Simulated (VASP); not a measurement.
# MgSi64 (a cell with a defect) in VASP: single point with r2SCAN

Aim: the single point of MgSi64 (a cell with a defect) with r2SCAN.

Everything below comes from runs of VASP 6.6.1. Logs are shortened: lines on timing, memory, paths and dates and some standing lists are left out, and cuts for length are marked.

## (1) The cell of the first run

The cell holds a defect, 65 atoms: a = 10.866 Å, b = 10.866 Å, c = 10.866 Å, α = 90.00°, β = 90.00°, γ = 90.00°.

## (2) Single point, r2SCAN

The input, POSCAR:

```
MgSi64
1.0
   10.8655790000      0.0000000000      0.0000000000
    0.0000000000     10.8655790000      0.0000000000
    0.0000000000      0.0000000000     10.8655790000
Si Mg
64 1
Direct
    0.9989020000      0.9995150000      0.9993320000
    0.9979730000      0.9983300000      0.4982220000
    0.9980630000      0.4981300000      0.9985820000
    0.9995790000      0.5014820000      0.5014680000
    0.4979300000      0.9983570000      0.9984150000
    0.5007820000      0.0000840000      0.5013390000
    0.5009000000      0.5015140000      0.9999220000
    0.5088850000      0.5094860000      0.5094840000
    0.1236610000      0.1240710000      0.1242670000
    0.1181980000      0.1186940000      0.6307800000
    0.1181590000      0.6309270000      0.1187740000
    0.1245780000      0.6258950000      0.6260560000
    0.6303270000      0.1187440000      0.1187550000
    0.6252770000      0.1252000000      0.6259620000
    0.6254050000      0.6258380000      0.1250780000
    0.6328500000      0.6330960000      0.6332260000
    0.2477540000      0.2480610000      0.9990330000
    0.2419830000      0.2427650000      0.5077810000
    0.2503600000      0.7513590000      0.9987060000
    0.2486350000      0.7508070000      0.5017380000
    0.7507220000      0.2510230000      0.9988250000
    0.7505630000      0.2490400000      0.5017540000
    0.7499490000      0.7503170000      0.0002970000
    0.7516900000      0.7524980000      0.4991350000
    0.3741160000      0.3747810000      0.1207150000
    0.3751050000      0.3758840000      0.6295450000
    0.3746850000      0.8748570000      0.1254990000
    0.3750440000      0.8755410000      0.6250440000
    0.8743020000      0.3753040000      0.1256770000
    0.8752100000      0.3757440000      0.6251660000
    0.8746820000      0.8753900000      0.1248970000
    0.8751480000      0.8759710000      0.6263490000
    0.2478570000      0.9990250000      0.2484750000
    0.2502570000      0.9985290000      0.7513320000
    0.2420230000      0.5077100000      0.2423900000
    0.2485930000      0.5016770000      0.7510710000
    0.7507580000      0.9988290000      0.2508640000
    0.7497800000      0.0003900000      0.7504050000
    0.7504130000      0.5017430000      0.2492370000
    0.7519430000      0.4990730000      0.7524770000
    0.3740680000      0.1211170000      0.3748650000
    0.3746550000      0.1254190000      0.8747480000
    0.3751750000      0.6296330000      0.3756030000
    0.3750080000      0.6252070000      0.8756420000
    0.8744330000      0.1255870000      0.3751840000
    0.8745480000      0.1251180000      0.8753350000
    0.8749900000      0.6252130000      0.3758380000
    0.8754230000      0.6263340000      0.8758240000
    0.9986000000      0.2484800000      0.2483790000
    0.9981130000      0.2507350000      0.7512290000
    0.9980340000      0.7512990000      0.2507470000
    0.9995600000      0.7504410000      0.7502410000
    0.5071380000      0.2426610000      0.2424530000
    0.5010330000      0.2491920000      0.7509100000
    0.5010750000      0.7508400000      0.2489220000
    0.4984630000      0.7521810000      0.7521950000
    0.1204070000      0.3749210000      0.3747590000
    0.1250940000      0.3750960000      0.8748130000
    0.1250260000      0.8746000000      0.3751950000
    0.1242980000      0.8751370000      0.8752540000
    0.6289630000      0.3755330000      0.3756770000
    0.6245320000      0.3756250000      0.8755810000
    0.6244200000      0.8756310000      0.3754700000
    0.6259390000      0.8756170000      0.8756030000
    0.3755020000      0.3760930000      0.3758980000
```

The input, INCAR.step1:

```
  PREC = Accurate
  ENCUT = 520
  ISMEAR = -1
  SIGMA = 0.05
  LREAL = Auto
  LASPH = T
  NELM = 80
  NBANDS = 167
  NELECT = 256.0
  ISYM = 0
  GGA = PE
  ALGO = Normal
  EDIFF = 1E-4
  LWAVE = T
  LCHARG = F
```

The input, INCAR.step2:

```
  PREC = Accurate
  ENCUT = 520
  EDIFF = 1E-7
  ISMEAR = -1
  SIGMA = 0.05
  LREAL = Auto
  LASPH = T
  NELM = 80
  ALGO = Normal
  ISIF = 2
  LWAVE = F
  LCHARG = T
  METAGGA = R2SCAN
  LMIXTAU = T
  LELF = T
  LVHAR = T
  NBANDS = 167
  NELECT = 256.0
  ISYM = 0
  ISTART = 1
```

The input, KPOINTS:

```
Automatic mesh
0
Gamma
  1 1 1
  0.25 0.25 0.25
```

Potentials or basis: VASP PAW PBE potentials, release 64 (Si, Mg).

Started as:

```console
$ cat potpaw_PBE.64/Si/POTCAR potpaw_PBE.64/Mg/POTCAR > POTCAR
$ cp INCAR.step1 INCAR
$ mpirun -np 1 vasp_std > vasp.out
$ cp INCAR.step2 INCAR
$ mpirun -np 1 vasp_std > vasp.out
```

OUTCAR:

```text
PREC = Accurate
   ENCUT = 520
   EDIFF = 1E-7
   ISMEAR = -1
   LREAL = Auto
   LASPH = T
   NELM = 80
   ISIF = 2
   METAGGA = R2SCAN
   NELECT = 256.0
   ISYM = 0
   ISTART = 1

 ion  position               nearest neighbor table
   1  0.999  1.000  0.999-  60 2.35  31 2.35  46 2.35   9 2.35
   2  0.998  0.998  0.498-  32 2.34  10 2.34  59 2.35  45 2.35
   3  0.998  0.498  0.999-  11 2.34  48 2.34  29 2.34  58 2.35
   4  1.000  0.501  0.501-  30 2.35  47 2.35  12 2.35  57 2.35
   5  0.498  0.998  0.998-  13 2.34  64 2.34  27 2.35  42 2.35
   6  0.501  0.000  0.501-  63 2.35  28 2.35  14 2.35  41 2.35
   7  0.501  0.502  1.000-  62 2.35  44 2.35  15 2.35  25 2.35
   8  0.509  0.509  0.509-  16 2.33  26 2.43  43 2.44  61 2.44  65 2.51
   9  0.124  0.124  0.124-  17 2.34  33 2.34  49 2.34   1 2.35
  10  0.118  0.119  0.631-  18 2.33  50 2.34  34 2.34   2 2.34
  11  0.118  0.631  0.119-  35 2.33  51 2.34  19 2.34   3 2.34
  12  0.125  0.626  0.626-  36 2.34  20 2.34  52 2.34   4 2.35
  13  0.630  0.119  0.119-  53 2.33  37 2.34  21 2.34   5 2.34
  14  0.625  0.125  0.626-  54 2.34  22 2.34  38 2.34   6 2.35
  15  0.625  0.626  0.125-  55 2.34  39 2.34  23 2.34   7 2.35
  16  0.633  0.633  0.633-   8 2.33  24 2.34  40 2.34  56 2.34
  17  0.248  0.248  0.999-   9 2.34  42 2.35  58 2.35  25 2.35
[... 32 lines left out ...]
  50  0.998  0.251  0.751-  10 2.34  46 2.34  30 2.35  58 2.35
  51  0.998  0.751  0.251-  11 2.34  31 2.34  47 2.35  59 2.35
  52  1.000  0.750  0.750-  12 2.34  48 2.35  32 2.35  60 2.35
  53  0.507  0.243  0.242-  13 2.33  25 2.43  41 2.43  61 2.44  65 2.50
  54  0.501  0.249  0.751-  14 2.34  42 2.35  26 2.35  62 2.35
  55  0.501  0.751  0.249-  15 2.34  27 2.35  43 2.35  63 2.35
  56  0.498  0.752  0.752-  16 2.34  44 2.35  28 2.35  64 2.35
  57  0.120  0.375  0.375-   4 2.35  49 2.35  18 2.43  35 2.43  65 2.77
  58  0.125  0.375  0.875-  36 2.35   3 2.35  17 2.35  50 2.35
  59  0.125  0.875  0.375-   2 2.35  20 2.35  33 2.35  51 2.35
  60  0.124  0.875  0.875-  34 2.34  19 2.34   1 2.35  52 2.35
  61  0.629  0.376  0.376-  39 2.35  22 2.35  53 2.44   8 2.44  65 2.75
  62  0.625  0.376  0.876-   7 2.35  40 2.35  21 2.35  54 2.35
  63  0.624  0.876  0.375-   6 2.35  24 2.35  37 2.35  55 2.35
  64  0.626  0.876  0.876-   5 2.34  38 2.35  23 2.35  56 2.35
  65  0.376  0.376  0.376-  53 2.50  35 2.50  18 2.50   8 2.51  61 2.75  43 2.75  26 2.76  41 2.77
                            57 2.77  25 2.77

IMPORTANT INFORMATION: All symmetrisations will be switched off!
NOSYMM: (Re-)initialisation of all symmetry stuff for point group C_1.

----------------------------------------------------------------------------------------

                                     Primitive cell

  volume of cell :    1282.7990

  direct lattice vectors                    reciprocal lattice vectors
    10.865579000  0.000000000  0.000000000     0.092033752  0.000000000  0.000000000
     0.000000000 10.865579000  0.000000000     0.000000000  0.092033752  0.000000000
     0.000000000  0.000000000 10.865579000     0.000000000  0.000000000  0.092033752

  length of vectors
    10.865579000 10.865579000 10.865579000     0.092033752  0.092033752  0.092033752

  position of ions in fractional coordinates (direct lattice)
     0.998902000  0.999515000  0.999332000
     0.997973000  0.998330000  0.498222000
     0.998063000  0.498130000  0.998582000
     0.999579000  0.501482000  0.501468000
     0.497930000  0.998357000  0.998415000
     0.500782000  0.000084000  0.501339000
[... 57 lines left out ...]
     0.625939000  0.875617000  0.875603000
     0.375502000  0.376093000  0.375898000

  ion indices of the primitive-cell ions
   primitive index   ion index
                 1           1
                 2           2
                 3           3
                 4           4
                 5           5
                 6           6
[... 57 lines left out ...]
                64          64
                65          65

----------------------------------------------------------------------------------------

 KPOINTS: Automatic mesh

Automatic generation of k-mesh.
 Grid dimensions read from file:
 generate k-points for:    1    1    1

 Generating k-lattice:

  Cartesian coordinates                     Fractional coordinates (reciprocal lattice)
     0.092033752  0.000000000  0.000000000     1.000000000  0.000000000  0.000000000
     0.000000000  0.092033752  0.000000000     0.000000000  1.000000000  0.000000000
     0.000000000  0.000000000  0.092033752     0.000000000  0.000000000  1.000000000

  Length of vectors
     0.092033752  0.092033752  0.092033752

  Shift w.r.t. Gamma in fractional coordinates (k-lattice)
     0.250000000  0.250000000  0.250000000

 Subroutine IBZKPT returns following result:
 ===========================================

 Found      4 irreducible k-points:

 Following reciprocal coordinates:
            Coordinates               Weight
  0.250000  0.250000  0.250000      2.000000
 -0.250000  0.250000  0.250000      2.000000
 -0.250000 -0.250000  0.250000      2.000000
  0.250000 -0.250000  0.250000      2.000000
   k-points           NKPTS =      4   k-points in BZ     NKDIM =      4   number of bands    NBANDS=    167
   number of dos      NEDOS =    301   number of ions     NIONS =     65
   total plane-waves  NPLWV = 592704
   dimension x,y,z NGX =    84 NGY =   84 NGZ =   84
   dimension x,y,z NGXF=   168 NGYF=  168 NGZF=  168
   ions per type =              64   1
   NGX,Y,Z   is equivalent  to a cutoff of  12.85, 12.85, 12.85 a.u.
   NGXF,Y,Z  is equivalent  to a cutoff of  25.70, 25.70, 25.70 a.u.
 SYSTEM =  unknown system
   PREC   = accura    normal or accurate (medium, high low for compatibility)
   ISTART =      1    job   : 0-new  1-cont  2-samecut
   ICHARG =      0    charge: 1-file 2-atom 10-const
   ISPIN  =      1    spin polarized calculation?
   LNONCOLLINEAR =      F non collinear calculations
   LSORBIT =      F    spin-orbit coupling
   LASPH  =      T    aspherical Exc in radial PAW
   ENCUT  =  520.0 eV  38.22 Ry    6.18 a.u.  20.20 20.20 20.20*2*pi/ulx,y,z
   NELM   =     80;   NELMIN=  2; NELMDL=  0     # of ELM steps
   EDIFF  = 0.1E-06   stopping-criterion for ELM
   LREAL  =      T    real-space projection
   EDIFFG = 0.1E-05   stopping-criterion for IOM
   NSW    =      0    number of steps for IOM
   IBRION =     -1    ionic relax: 0-MD 1-quasi-New 2-CG
   NFREE  =      0    steps in history (QN), initial steepest desc. (CG)
   ISIF   =      2    stress and relaxation
   ISYM   =      0    0-nonsym 1-usesym 2-fastsym
   POTIM  = 0.5000    time-step for ionic-motion
   TEBEG  =    0.0;   TEEND  =   0.0 temperature during run
   PSTRESS=    0.0 pullay stress
   NELECT =     256.0000    total number of electrons
   NUPDOWN=      -1.0000    fix difference up-down
   EMIN   =  10.00;   EMAX   =-10.00  energy-range for DOS
   EFERMI =   0.00;   METHOD = LEGACY
   ISMEAR =    -1;   SIGMA  =   0.05  broadening in eV -4-tet -1-fermi 0-gaus
   EFERMI_NEDOS =   21; number of points for ismear=-14 and -15
   IALGO  =     38    algorithm
   IMIX   =      4    mixing-type and parameters
     AMIX     =   0.40;   BMIX     =  1.00
     AMIX_MAG =   1.60;   BMIX_MAG =  1.00
  volume/ion in A,a.u.               =      19.74       133.18
  Fermi-wavevector in a.u.,A,eV,Ry     =   0.956684  1.807871 12.452660  0.915245
  Thomas-Fermi vector in A             =   2.085634
   LORBIT       =      0    0 simple, 1 ext, 2 COOP (PROOUT), +10 PAW based schemes
   METAGGA = R2SCAN    functional components
   LHFCALC =     F    Hartree Fock is set to
   AEXX    =    0.0000 exact exchange contribution
   IVDW    =     0    specifies the selected vdW correction
   LEPSILON=     F    determine dielectric tensor
   LRPA    =     F    only Hartree local field effects (RPA)
 non-spin polarized calculation
  energy-cutoff  :      520.00
  volume of cell :     1282.80
 maximum number of plane-waves:     34484
 NGX is ok and might be reduce to    84
   NGX = 41   NGY = 41   NGZ = 41

 number of electron     255.9999985 magnetization

 Free energy of the ion-electron system (eV)
  ---------------------------------------------------
  ext. energy  EPLUGINS =         0.00000000
  ---------------------------------------------------
  free energy    TOTEN  =      -576.61969783 eV

  energy without entropy =     -576.61968326  energy(sigma->0) =     -576.61969055

 E-fermi :   6.1450     XC(G=0):  -9.8756

 val. band max:        5.5167531014   @ k =  -0.2500   0.2500   0.2500
 cond. band min:       6.7613609206   @ k =   0.2500   0.2500   0.2500
 fundamental gap:      1.2446078192
 Fermi energy:         6.1449535617

 k-point     1 :       0.2500    0.2500    0.2500
  band No.  band energies     occupation
      1      -6.5476      2.00000
      2      -6.0349      2.00000
      3      -5.9284      2.00000
      4      -5.9280      2.00000
      5      -5.4635      2.00000
      6      -5.3907      2.00000
[... 561 lines left out ...]
    139       7.8482      0.00000
    140       7.9512      0.00000
 [bands above 140 left out]

------------------------ aborting loop because EDIFF is reached ----------------------------------------

  FORCE on cell =-STRESS in cart. coord.  units (eV):
  Direction    XX          YY          ZZ          XY          YZ          ZX
  --------------------------------------------------------------------------------------
  -------------------------------------------------------------------------------------
  Total       -9.2230270     -9.2211864     -9.2332978     -0.6484468     -0.6018173     -0.6724168
  in kB      -11.5192828    -11.5169840    -11.5321108     -0.8098905     -0.7516517     -0.8398284
  external PRESSURE =     -11.5227925 kB  Pullay stress =       0.0000000 kB

 VOLUME and BASIS-vectors are now :
 -----------------------------------------------------------------------------
  energy-cutoff  :      520.00
  volume of cell :     1282.80
      direct lattice vectors                 reciprocal lattice vectors
    10.865579000  0.000000000  0.000000000     0.092033752  0.000000000  0.000000000
     0.000000000 10.865579000  0.000000000     0.000000000  0.092033752  0.000000000
     0.000000000  0.000000000 10.865579000     0.000000000  0.000000000  0.092033752

 POSITION                                       TOTAL-FORCE (eV/Angst)
 -----------------------------------------------------------------------------------
     10.85365     10.86031     10.85832         0.030455      0.036063      0.044137
     10.84355     10.84743      5.41347         0.029682      0.036142      0.070272
     10.84453      5.41247     10.85017         0.024226      0.089065      0.011112
     10.86100      5.44889      5.44874         0.006726      0.019144      0.010717
      5.41030     10.84773     10.84836         0.067114      0.028761      0.015103
      5.44129      0.00091      5.44734         0.017226      0.014610      0.020218
[... 57 lines left out ...]
      6.80119      9.51409      9.51393        -0.089588     -0.032932     -0.019031
      4.08005      4.08647      4.08435         0.012019      0.016208      0.015771
 -----------------------------------------------------------------------------------
    total drift:                                0.000976      0.002410      0.016123

  FREE ENERGIE OF THE ION-ELECTRON SYSTEM (eV)
  ---------------------------------------------------
  free  energy   TOTEN  =      -576.6196978345 eV

  energy  without entropy=     -576.6196832643  energy(sigma->0) =     -576.61969055
```

Run time: 2.2 h. Hardware: 1 thread of Oxide Virtual Turin-like, shared host; peak memory 1.5 GiB.

What came out:

| Item | Value |
| --- | --- |
| Free energy | -576.6197 eV |
| Largest force | 0.191 eV/Å |

Forces on the atoms (eV/Å):
```
Si   0.030  0.036  0.044
Si   0.030  0.036  0.070
Si   0.024  0.089  0.011
Si   0.007  0.019  0.011
Si   0.067  0.029  0.015
Si   0.017  0.015  0.020
Si   0.006  0.004  0.016
Si  -0.100 -0.110 -0.120
Si  -0.022 -0.011 -0.012
Si   0.020  0.010 -0.031
Si   0.021 -0.039  0.005
Si  -0.028 -0.025 -0.033
Si  -0.042  0.022  0.011
Si  -0.024 -0.037 -0.038
Si  -0.023 -0.024 -0.030
Si  -0.101 -0.081 -0.083
Si   0.046  0.054  0.026
Si   0.032  0.034 -0.020
Si   0.018  0.022  0.031
Si   0.022  0.030  0.001
Si   0.021  0.031  0.026
Si   0.017  0.045  0.006
Si   0.021  0.032  0.020
Si   0.023  0.029  0.068
Si   0.009 -0.002 -0.033
Si   0.002 -0.011  0.030
Si  -0.038 -0.012 -0.037
Si  -0.034 -0.023 -0.011
Si  -0.025 -0.042 -0.035
Si  -0.036 -0.054 -0.018
Si  -0.025 -0.033 -0.023
Si  -0.034 -0.036 -0.079
Si   0.035  0.025  0.037
Si   0.034  0.035  0.013
Si   0.039 -0.017  0.049
Si   0.026  0.012  0.026
Si   0.027  0.017  0.040
Si   0.024  0.027  0.029
Si   0.021  0.002  0.039
Si   0.021  0.071  0.021
Si   0.013 -0.043 -0.009
Si  -0.029 -0.043 -0.012
Si  -0.003  0.011  0.001
Si  -0.031 -0.019 -0.032
Si  -0.025 -0.040 -0.038
Si  -0.014 -0.034 -0.034
Si  -0.017 -0.010 -0.055
Si  -0.033 -0.084 -0.021
Si   0.030  0.029  0.037
Si   0.034  0.048  0.033
Si   0.023  0.025  0.051
Si   0.032  0.026  0.036
Si  -0.027  0.024  0.035
Si   0.006  0.031  0.029
Si   0.016  0.038  0.040
Si   0.087  0.035  0.029
Si  -0.033 -0.003 -0.002
Si  -0.047 -0.056 -0.017
Si  -0.034 -0.011 -0.045
Si  -0.021 -0.023 -0.033
Si   0.042  0.007  0.005
Si  -0.011 -0.036 -0.024
Si  -0.008 -0.022 -0.035
Si  -0.090 -0.033 -0.019
Mg   0.012  0.016  0.016
```

Caveat: the cell carries a net charge on a neutralising background, which shifts energy and pressure; the cell is charged against a uniform background, so pressure and absolute levels hang on convention; the PAW data sets were made with another functional, which shifts forces and pressure a little.
